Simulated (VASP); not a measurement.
# BAs (F-43m) in VASP: notebook, part 2 of 2

VASP 6.6.1.

## 4. Single point, HSE06 (strain -2.0%)

File POSCAR:

```
BAs
1.0
    0.0000000000      2.3440302520      2.3440302520
    2.3440302520      0.0000000000      2.3440302520
    2.3440302520      2.3440302520      0.0000000000
B As
1 1
Direct
    0.0000000000      0.0000000000      0.0000000000
    0.2500000000      0.2500000000      0.2500000000
```

File INCAR.step1:

```
SYSTEM = BAs
ALGO = Normal
EDIFF = 1E-5
ENCUT = 520
GGA = PE
ISIF = 2
ISMEAR = 0
LASPH = .TRUE.
LCHARG = .FALSE.
LREAL = .FALSE.
LWAVE = .TRUE.
NBANDS = 11
NELM = 80
PREC = Accurate
SIGMA = 0.01
```

File INCAR.step2:

```
SYSTEM = BAs
ALGO = Normal
EDIFF = 1E-6
ENCUT = 520
GGA = PE
HFSCREEN = 0.2079
ISIF = 2
ISMEAR = 0
ISTART = 1
LASPH = .TRUE.
LCHARG = .FALSE.
LHFCALC = .TRUE.
LREAL = .FALSE.
LWAVE = .FALSE.
NBANDS = 11
NELM = 80
PREC = Accurate
PRECFOCK = Normal
SIGMA = 0.01
```

File KPOINTS:

```
k-points
0
G
  6 6 6
  0 0 0
```

Potentials or basis: VASP PAW PBE potentials, release 64 (B, As).

The run is started by

```bash
$ cat potpaw_PBE.64/B/POTCAR potpaw_PBE.64/As/POTCAR > POTCAR
$ cp INCAR.step1 INCAR
$ mpirun -np 1 vasp_std > vasp.out
$ cp INCAR.step2 INCAR
$ mpirun -np 1 vasp_std > vasp.out
```

OUTCAR:

```text
SYSTEM = BAs
   EDIFF = 1E-6
   ENCUT = 520
   GGA = PE
   HFSCREEN = 0.2079
   ISIF = 2
   ISMEAR = 0
   ISTART = 1
   LASPH = .TRUE.
   LHFCALC = .TRUE.
   LREAL = .FALSE.
   NELM = 80
   PREC = Accurate
   PRECFOCK = Normal

 ion  position               nearest neighbor table
   1  0.000  0.000  0.000-   2 2.03   2 2.03   2 2.03   2 2.03
   2  0.250  0.250  0.250-   1 2.03   1 2.03   1 2.03   1 2.03

  LATTYP: Found a face centered cubic cell.
 ALAT       =     4.6880605040

  Lattice vectors:

 A1 = (   0.0000000000,   2.3440302520,   2.3440302520)
 A2 = (   2.3440302520,   0.0000000000,   2.3440302520)
 A3 = (   2.3440302520,   2.3440302520,   0.0000000000)

Analysis of symmetry for initial positions (statically):
=====================================================================
 Subroutine PRICEL returns:
 Original cell was already a primitive cell.

 Routine SETGRP: Setting up the symmetry group for a
 face centered cubic supercell.

 Subroutine GETGRP returns: Found 24 space group operations
 (whereof 24 operations were pure point group operations)
 out of a pool of 48 trial point group operations.

The static configuration has the point symmetry T_d .
[... 171 lines left out ...]
      2       6.3497      2.00000
      3       6.3497      2.00000
      4       6.3497      2.00000
      5      10.5403      0.00000
      6      10.5403      0.00000
      7      10.5403      0.00000
      8      13.0111      0.00000
      9      17.2867      0.00000
     10      20.6467      0.00000
     11      20.6467      0.00000
[... 197 lines left out ...]
 k-point    16 :      -0.3333    0.5000    0.1667
  band No.  band energies     occupation
      1      -5.9879      2.00000
      2      -3.0925      2.00000
      3       0.3974      2.00000
      4       0.6116      2.00000
      5      10.9610      0.00000
      6      11.3391      0.00000
      7      16.6288      0.00000
      8      16.8773      0.00000
      9      20.6657      0.00000
     10      24.0051      0.00000
     11      24.2441      0.00000

------------------------ aborting loop because EDIFF is reached ----------------------------------------

  FORCE on cell =-STRESS in cart. coord.  units (eV):
  Direction    XX          YY          ZZ          XY          YZ          ZX
  --------------------------------------------------------------------------------------
  -------------------------------------------------------------------------------------
  Total        1.3835904      1.3835904      1.3835904      0.0000000      0.0000000     -0.0000000
  in kB       86.0594334     86.0594334     86.0594334      0.0000000      0.0000000     -0.0000000
  external PRESSURE =      86.0594334 kB  Pullay stress =       0.0000000 kB

 VOLUME and BASIS-vectors are now :
 -----------------------------------------------------------------------------
  energy-cutoff  :      520.00
  volume of cell :       25.76
      direct lattice vectors                 reciprocal lattice vectors
     0.000000000  2.344030252  2.344030252    -0.213307827  0.213307827  0.213307827
     2.344030252  0.000000000  2.344030252     0.213307827 -0.213307827  0.213307827
     2.344030252  2.344030252  0.000000000     0.213307827  0.213307827 -0.213307827

 POSITION                                       TOTAL-FORCE (eV/Angst)
 -----------------------------------------------------------------------------------
      0.00000      0.00000      0.00000         0.000000      0.000000      0.000000
      1.17202      1.17202      1.17202        -0.000000     -0.000000     -0.000000
 -----------------------------------------------------------------------------------
    total drift:                               -0.000001     -0.000000     -0.000000

  FREE ENERGIE OF THE ION-ELECTRON SYSTEM (eV)
  ---------------------------------------------------
  free  energy   TOTEN  =       -13.2065582340 eV

  energy  without entropy=      -13.2065582340  energy(sigma->0) =      -13.20655823
```

Wall time 6.7 min (1 thread of AMD EPYC 7R13 (Zen 3), shared host); peak memory 0.24 GiB.

What came out:

```yaml
Free_energy: -13.2066 eV
Pressure: 8.6 GPa
Band_gap_on_the_k_mesh: 1.90 eV (least direct gap 4.19 eV)
```

Caveat: the cell differs from its parent crystal (strain -2.0%); the cell stands under pressure; the PAW data sets were made with another functional, which shifts forces and pressure a little.

## 5. Summary

| cell | gap on the mesh (eV) | pressure (GPa) |
| --- | --- | --- |
| a = 3.247 Å, angles 60.0°, 2 atoms | 1.85 | 21.2 |
| a = 3.281 Å, angles 60.0°, 2 atoms | 1.88 | 14.5 |
| a = 3.315 Å, angles 60.0°, 2 atoms | 1.90 | 8.6 |

Alike in all rows: task single point; level HSE06; potentials or basis VASP PAW PBE potentials, release 64 (B, As); no spin polarisation; k mesh 6 × 6 × 6; cutoff (eV) 520; smearing gaussian 0.01 eV.

Caveats: the cell stands under pressure; the PAW data sets were made with another functional, which shifts forces and pressure a little.

Total energies depend on the potentials used, so only differences within one code and one set of settings carry meaning.
